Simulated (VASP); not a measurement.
Wanted: the native input for a VASP 6.6.1 run.

- Task: relaxation of cell and atoms
- Functional: PBEsol
- Potentials or basis: VASP PAW PBE potentials, release 64 (Ta_pv)
- Cutoff: 600 eV
- k mesh: 20 × 20 × 20
- Occupations: fermi-dirac, width 0.15 eV
- Spin: no spin polarisation
- Dipole correction: no
- Further INCAR settings: ALGO = Fast; EDIFF = 1e-06; IBRION = 2; EDIFFG = -0.001; NSW = 80; ISIF = 3

The structure of Ta lies in POSCAR:

```
Ta
1.0
   -1.6402597623      1.6402597623      1.6402597623
    1.6402597623     -1.6402597623      1.6402597623
    1.6402597623      1.6402597623     -1.6402597623
Ta
1
Direct
    0.0000000000      0.0000000000      0.0000000000
```

The input as run:

INCAR

```
SYSTEM = Ta
ALGO = Fast
EDIFF = 1E-6
EDIFFG = -0.001
ENCUT = 600
GGA = PS
IBRION = 2
ISIF = 3
ISMEAR = -1
LASPH = .True.
LCHARG = .False.
LREAL = .False.
LWAVE = .False.
NELM = 60
NSW = 80
PREC = Accurate
SIGMA = 0.15
```

KPOINTS

```
k-points
0
Gamma
  20 20 20
  0 0 0
```

Potentials or basis: VASP PAW PBE potentials, release 64 (Ta_pv).

Command:

```console
$ cat potpaw_PBE.64/Ta_pv/POTCAR > POTCAR
$ mpirun -np 1 vasp_std > vasp.out
```

Results of the run:

- Relaxed volume: 17.72 Å³/atom
- Relaxed cell: a = 2.845 Å, b = 2.845 Å, c = 2.845 Å, α = 109.47°, β = 109.47°, γ = 109.47°
- Space group after relaxing (to 0.05 Å): Im-3m (No. 229)
- Energy gained by relaxing: 0.2 meV/atom
- Ionic steps: 11
- Pressure after relaxing: 0.0 GPa

Caveat: the PAW data sets were made with another functional, which shifts forces and pressure a little.

It took 53 s on 1 thread of Intel(R) Xeon(R) 6975P-C (Granite Rapids), with other jobs on the host, peak memory 0.19 GiB.
